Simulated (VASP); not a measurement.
A run of VASP 6.6.1:

File INCAR:

```
SYSTEM = Al3GaSb4
PREC = Accurate ; ENCUT = 500
EDIFF = 1E-7 ; ISMEAR = -1
SIGMA = 0.02 ; LREAL = .False.
LASPH = .True. ; NELM = 120
ALGO = Normal ; ISIF = 3
LWAVE = .False. ; LCHARG = .False.
GGA = PE ; IBRION = 2
NSW = 80 ; EDIFFG = -0.005
GGA_COMPAT = .False. ; NELMIN = 4
```

Contents of KPOINTS:

```
Automatic mesh
0
Gamma
  6 4 4
  0 0 0
```

Contents of POSCAR:

```
Al3GaSb4
1.0
    4.1925466437      0.0000000000      0.0000000000
    0.0000000000      8.3850932875      0.0000000000
    0.0000000000      0.0000000000      5.9291563245
Al Sb Ga
3 4 1
Direct
    0.0000000000      0.7500000000      0.0000000000
    0.5000000000      0.0000000000      0.5000000000
    0.0000000000      0.2500000000      0.0000000000
    0.5000000000      0.7500000000      0.2500000000
    0.0000000000      0.0000000000      0.7500000000
    0.5000000000      0.2500000000      0.2500000000
    0.0000000000      0.5000000000      0.7500000000
    0.5000000000      0.5000000000      0.5000000000
```

Potentials or basis: VASP PAW PBE potentials, release 64 (Al, Sb, Ga_d).

Run with:

```bash
$ cat potpaw_PBE.64/Al/POTCAR potpaw_PBE.64/Sb/POTCAR potpaw_PBE.64/Ga_d/POTCAR > POTCAR
$ mpirun -np 1 vasp_std > vasp.out
```

Hardware: 1 thread of Intel Xeon 8259CL, on a shared host.

**Question.** Estimate the wall time of this run.

**Answer.** Run time: 24 min on 1 thread of Intel Xeon 8259CL (shared host), peak memory 0.44 GiB. Counts: scf iterations 78, k points 36, ion steps 10.
